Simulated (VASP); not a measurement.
# Ag (Fm-3m) in VASP: notebook, part 2 of 2

VASP 6.6.1. The steps go on from the part before.

## (3) Relaxation of cell and atoms, PBE

This run uses another cell than the first one, of 17.06 Å³/atom, 0.957 times its volume.

File INCAR:

```
SYSTEM = Ag
  ALGO = Normal
  EDIFF = 1E-6
  EDIFFG = -0.005
  ENCUT = 600
  GGA = PE
  IBRION = 2
  ISIF = 3
  ISMEAR = 0
  LASPH = .TRUE.
  LCHARG = .FALSE.
  LREAL = .FALSE.
  LWAVE = .FALSE.
  NELM = 80
  NSW = 100
  PREC = Accurate
  SIGMA = 0.1
```

File KPOINTS:

```
k-points
0
G
  18 18 18
  0 0 0
```

File POSCAR:

```
Ag
1.0
    0.0000000000      2.0431000000      2.0431000000
    2.0431000000      0.0000000000      2.0431000000
    2.0431000000      2.0431000000      0.0000000000
Ag
1
Direct
    0.0000000000      0.0000000000      0.0000000000
```

Potentials or basis: VASP PAW PBE potentials, release 64 (Ag).

Run with:

```bash
$ cat potpaw_PBE.64/Ag/POTCAR > POTCAR
$ mpirun -np 1 vasp_std > vasp.out
```

OUTCAR:

```text
SYSTEM = Ag
   EDIFF = 1E-6
   EDIFFG = -0.005
   ENCUT = 600
   GGA = PE
   IBRION = 2
   ISIF = 3
   ISMEAR = 0
   LASPH = .TRUE.
   LREAL = .FALSE.
   NELM = 80
   NSW = 100
   PREC = Accurate

 ion  position               nearest neighbor table
   1  0.000  0.000  0.000-

  LATTYP: Found a face centered cubic cell.
 ALAT       =     4.0862000000

  Lattice vectors:

 A1 = (   0.0000000000,   2.0431000000,   2.0431000000)
 A2 = (   2.0431000000,   0.0000000000,   2.0431000000)
 A3 = (   2.0431000000,   2.0431000000,   0.0000000000)

Analysis of symmetry for initial positions (statically):
=====================================================================
 Subroutine PRICEL returns:
 Original cell was already a primitive cell.
[... 246 lines left out ...]

  energy without entropy =       -2.71900064  energy(sigma->0) =       -2.71954038

 E-fermi :   7.8122     XC(G=0): -11.9539

 val. band max:        7.7817511127   @ k =   0.5000   0.1667   0.0556
 cond. band min:       7.9228741743   @ k =   0.5000   0.3333   0.1111
 fundamental gap:      0.1411230617
 Fermi energy:         7.8122356177

 k-point     1 :       0.0000    0.0000    0.0000
  band No.  band energies     occupation
      1       0.3881      2.00000
      2       3.1890      2.00000
      3       3.1890      2.00000
      4       3.1890      2.00000
      5       4.1462      2.00000
      6       4.1462      2.00000
      7      23.7681      0.00000
      8      27.0909      0.00000
      9      27.0909      0.00000
[... 265 lines left out ...]
 k-point    24 :      -0.2222    0.0556    0.0000
  band No.  band energies     occupation
      1       1.7502      2.00000
      2       3.2134      2.00000
      3       3.4168      2.00000
      4       3.4435      2.00000
      5       4.1049      2.00000
      6       4.4485      2.00000
      7      19.0787      0.00000
      8      23.8311      0.00000
      9      26.0502      0.00000

 [... further k-points ...]
[... 5 lines left out ...]
  --------------------------------------------------------------------------------------
  -------------------------------------------------------------------------------------
  Total        0.0012331      0.0012331      0.0012331     -0.0000000     -0.0000000      0.0000000
  in kB        0.1109752      0.1109752      0.1109752     -0.0000000     -0.0000000      0.0000000
  external PRESSURE =       0.1109752 kB  Pullay stress =       0.0000000 kB
[... 16 lines left out ...]
  FREE ENERGIE OF THE ION-ELECTRON SYSTEM (eV)
  ---------------------------------------------------
  free  energy   TOTEN  =        -2.7200801148 eV

  energy  without entropy=       -2.7190006406  energy(sigma->0) =       -2.71954038

 reached required accuracy - stopping structural energy minimisation
```

OSZICAR:

```text
N       E                     dE             d eps       ncg     rms          rms(c)
DAV:   1     0.486556304707E+02    0.48656E+02   -0.62886E+03  3598   0.125E+03
DAV:   2    -0.255370411775E+01   -0.51209E+02   -0.48831E+02  3597   0.219E+02
DAV:   3    -0.296357367791E+01   -0.40987E+00   -0.40975E+00  4083   0.241E+01
[... 21 lines left out ...]
DAV:   3    -0.272059528311E+01    0.17337E-02   -0.33806E-03  3568   0.587E-01    0.374E-01
DAV:   4    -0.272008042104E+01    0.51486E-03   -0.82497E-04  3716   0.261E-01    0.302E-02
DAV:   5    -0.272007872548E+01    0.16956E-05   -0.43352E-06  3702   0.225E-02    0.168E-02
DAV:   6    -0.272008008893E+01   -0.13635E-05   -0.11613E-06  3780   0.102E-02    0.138E-03
DAV:   7    -0.272008011476E+01   -0.25829E-07   -0.15049E-08  1760   0.129E-03
   3 F= -.27200801E+01 E0= -.27195404E+01  d E =-.990644E-02
```

CONTCAR:

```text
Ag
   1.00000000000000
    -0.0000000000000000    2.0724687894328104    2.0724687894328104
     2.0724687894328104    0.0000000000000000    2.0724687894328104
     2.0724687894328104    2.0724687894328104   -0.0000000000000000
  Ag
     1
Direct
     0.0000000000000000    0.0000000000000000    0.0000000000000000

  0.00000000E+00  0.00000000E+00  0.00000000E+00
```

Wall time 34 s (1 thread of AMD EPYC 9R45 (Zen 5), shared host); peak memory 0.15 GiB.

Results:

* Free energy: -2.7201 eV
* Relaxed volume: 17.80 Å³/atom
* Relaxed cell: a = 2.931 Å, b = 2.931 Å, c = 2.931 Å, α = 60.00°, β = 60.00°, γ = 60.00°
* Space group after relaxing (to 0.05 Å): Fm-3m (No. 225)
* Energy gained by relaxing: 9.9 meV/atom
* Ionic steps: 3
* Pressure after relaxing: 0.0 GPa

Step by step:
| step | energy change (eV) | largest force (eV/Å) | pressure (GPa) | volume (Å³) |
| --- | --- | --- | --- | --- |
| 1 | 0.0000 | 0.0000 | 4.47 | 17.06 |
| 2 | -0.0067 | 0.0000 | -2.15 | 18.26 |
| 3 | -0.0099 | 0.0000 | 0.01 | 17.80 |

Final structure:
```xyz
1
Lattice="0.0000 2.0725 2.0725 2.0725 0.0000 2.0725 2.0725 2.0725 0.0000" Properties=species:S:1:pos:R:3 pbc="T T T"
Ag    0.0000    0.0000    0.0000
```

## (4) Single point, PBE

This run uses another cell than the first one, of 17.06 Å³/atom, 0.957 times its volume.

File INCAR:

```
SYSTEM = Ag
PREC = Accurate ; ENCUT = 500
EDIFF = 1E-6 ; ISMEAR = 0
SIGMA = 0.1 ; LREAL = .False.
LASPH = .True. ; NELM = 120
ALGO = Normal ; ISIF = 2
LWAVE = .False. ; LCHARG = .True.
GGA = PE ; LELF = .True.
LVHAR = .True. ; NBANDS = 12
GGA_COMPAT = .False.
```

File KPOINTS:

```
regular mesh
0
Gamma
  8 8 8
  0 0 0
```

POSCAR is that of step 3.

Potentials or basis: VASP PAW PBE potentials, release 64 (Ag).

Run with:

```bash
$ cat potpaw_PBE.64/Ag/POTCAR > POTCAR
$ mpirun -np 1 vasp_std > vasp.out
```

OUTCAR:

```text
SYSTEM = Ag
   PREC = Accurate
   ENCUT = 500
   EDIFF = 1E-6
   ISMEAR = 0
   LREAL = .False.
   LASPH = .True.
   NELM = 120
   ISIF = 2
   GGA = PE

 ion  position               nearest neighbor table
   1  0.000  0.000  0.000-

  LATTYP: Found a face centered cubic cell.
 ALAT       =     4.0862000000

  Lattice vectors:

 A1 = (   0.0000000000,   2.0431000000,   2.0431000000)
 A2 = (   2.0431000000,   0.0000000000,   2.0431000000)
 A3 = (   2.0431000000,   2.0431000000,   0.0000000000)

Analysis of symmetry for initial positions (statically):
[... 531 lines left out ...]
      6      10.7168      0.00000
      7      12.3775      0.00000
      8      20.8433      0.00000
      9      21.0045      0.00000
     10      26.9196      0.00000
     11      31.6784      0.00000
     12      35.7276      0.00000

 [... further k-points ...]
[... 5 lines left out ...]
  --------------------------------------------------------------------------------------
  -------------------------------------------------------------------------------------
  Total        0.5434250      0.5434250      0.5434250      0.0000000      0.0000000     -0.0000000
  in kB       51.0447823     51.0447823     51.0447823      0.0000000      0.0000000     -0.0000000
  external PRESSURE =      51.0447823 kB  Pullay stress =       0.0000000 kB

 VOLUME and BASIS-vectors are now :
 -----------------------------------------------------------------------------
  energy-cutoff  :      500.00
  volume of cell :       17.06
      direct lattice vectors                 reciprocal lattice vectors
     0.000000000  2.043100000  2.043100000    -0.244726151  0.244726151  0.244726151
     2.043100000  0.000000000  2.043100000     0.244726151 -0.244726151  0.244726151
     2.043100000  2.043100000  0.000000000     0.244726151  0.244726151 -0.244726151

 POSITION                                       TOTAL-FORCE (eV/Angst)
 -----------------------------------------------------------------------------------
      0.00000      0.00000      0.00000        -0.000000      0.000000     -0.000000
 -----------------------------------------------------------------------------------
    total drift:                                0.000000      0.000000     -0.000000

  FREE ENERGIE OF THE ION-ELECTRON SYSTEM (eV)
  ---------------------------------------------------
  free  energy   TOTEN  =        -2.6783586324 eV

  energy  without entropy=       -2.6753203946  energy(sigma->0) =       -2.67683951
```

OSZICAR:

```text
N       E                     dE             d eps       ncg     rms          rms(c)
DAV:   1     0.503394688624E+02    0.50339E+02   -0.53763E+03   704   0.803E+02
DAV:   2    -0.219106546851E+01   -0.52531E+02   -0.50677E+02   820   0.192E+02
DAV:   3    -0.292687779378E+01   -0.73581E+00   -0.73530E+00   820   0.237E+01
DAV:   4    -0.292915767474E+01   -0.22799E-02   -0.22797E-02   792   0.141E+00
DAV:   5    -0.292917596836E+01   -0.18294E-04   -0.18294E-04   844   0.112E-01    0.529E+00
DAV:   6    -0.268975930088E+01    0.23942E+00   -0.92941E-01   764   0.862E+00    0.342E+00
DAV:   7    -0.268125653244E+01    0.85028E-02   -0.10865E-02   796   0.975E-01    0.191E+00
DAV:   8    -0.267834738823E+01    0.29091E-02   -0.68470E-04   776   0.191E-01    0.954E-02
DAV:   9    -0.267835388791E+01   -0.64997E-05   -0.83910E-06   816   0.219E-02    0.284E-02
DAV:  10    -0.267835908391E+01   -0.51960E-05   -0.41333E-06   800   0.188E-02    0.576E-03
DAV:  11    -0.267835863240E+01    0.45151E-06   -0.88798E-08   420   0.250E-03
   1 F= -.26783586E+01 E0= -.26768395E+01  d E =-.303824E-02
```

stdout:

```text
POSCAR found type information on POSCAR Ag
 POSCAR found :  1 types and       1 ions
 scaLAPACK will be used
 LDA part: xc-table for (Slater+PW92), standard interpolation
 POSCAR, INCAR and KPOINTS ok, starting setup
 FFT: planning ... GRIDC
 FFT: planning ... GRID_SOFT
 FFT: planning ... GRID
 WAVECAR not read
 entering main loop
```

It took 6.7 s on 1 thread of Intel Xeon Platinum 8375C at 2.90GHz (Ice Lake), shared host; peak memory 0.14 GiB.

Results:

```
Free energy : -2.6784 eV
Pressure    : 5.1 GPa
```

Levels at points of the mesh, in eV from the Fermi level:
```tsv
k point	band 3	band 4	band 5	band 6	band 7	band 8	band 9	band 10
(0.00, 0.00, 0.00)	-4.61	-4.61	-3.57	-3.57	16.22	19.79	19.79	19.79
(0.50, 0.00, 0.00)	-4.63	-2.78	-2.78	-0.21	3.80	15.45	18.06	18.06
(0.50, 0.50, 0.00)	-2.81	-2.57	-2.57	1.80	6.93	10.86	10.86	17.37
```

## (5) Overview

| task | cell | k mesh | cutoff (eV) | gap on the mesh (eV) | pressure (GPa) |
| --- | --- | --- | --- | --- | --- |
| single point | a = 2.933 Å, angles 60.0°, 1 atom | 18 × 18 × 18 | 520 | none | -0.1 |
| relaxation of cell and atoms | relaxed from a = 2.889 Å, angles 60.0°, 1 atom | 18 × 18 × 18 | 600 | none | 0.0 |
| single point | a = 2.889 Å, angles 60.0°, 1 atom | 8 × 8 × 8 | 500 | none | 5.1 |

Alike in all rows: level PBE; potentials or basis VASP PAW PBE potentials, release 64 (Ag); no spin polarisation; smearing gaussian 0.1 eV.

Absolute energies hang on the potentials; compare differences alone.
